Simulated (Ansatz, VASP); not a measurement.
**Si4IrPt2 in VASP and in Ansatz**

```
Si Ir Pt
1.0
     5.95566   -1.85444    0.00000
     5.95566    1.85444    0.00000
    -0.36035    0.00000    5.06933
Si Ir Pt
4 1 2
Direct
  0.18211 0.18211 0.81861
  0.81789 0.81789 0.18139
  0.45536 0.45536 0.69946
  0.54464 0.54464 0.30054
  0.00000 0.00000 0.00000
  0.19524 0.19524 0.32418
  0.80476 0.80476 0.67582
```

Alike in both runs: task single point; functional PBE; k mesh 6 × 6 × 4; occupations gaussian, width 0.1 eV; collinear spin.

```csv
,VASP,Ansatz
version,VASP 6.6.1,Ansatz 0.2.0
potentials or method,"VASP PAW PBE potentials, release 64 (Si, Ir, Pt), cutoff 500 eV","scalar-relativistic, plane waves, PAW"
valence electrons in the cell,45,69
```

Ansatz gave:

* gap on the k mesh at the Fermi level (eV): none
* pressure (GPa): 0.3
* traceless stress, the component that is largest in VASP (GPa): 0.24
* rms of the force components (eV/Å): 0.038
* net moment per atom (μB): 0.00

Problem. Which values does VASP return?

Solution. gap on the k mesh at the Fermi level (eV): none; pressure (GPa): 0.3; traceless stress, the component that is largest in VASP (GPa): 0.22; rms of the force components (eV/Å): 0.040; net moment per atom (μB): 0.00.

Atom by atom the forces differ by 0.008 eV/Å (rms over components). A gap of «none» marks a metal or a gap that the smearing closes. With one functional, cell and mesh, what is left measures potentials, basis and numerics. VASP's potentials hold 45 valence electrons a cell and Ansatz's 69, so a difference there can come from the potentials and not from the codes. Ansatz's warnings: seeded moment not kept.

Neither program's run includes spin-orbit coupling.
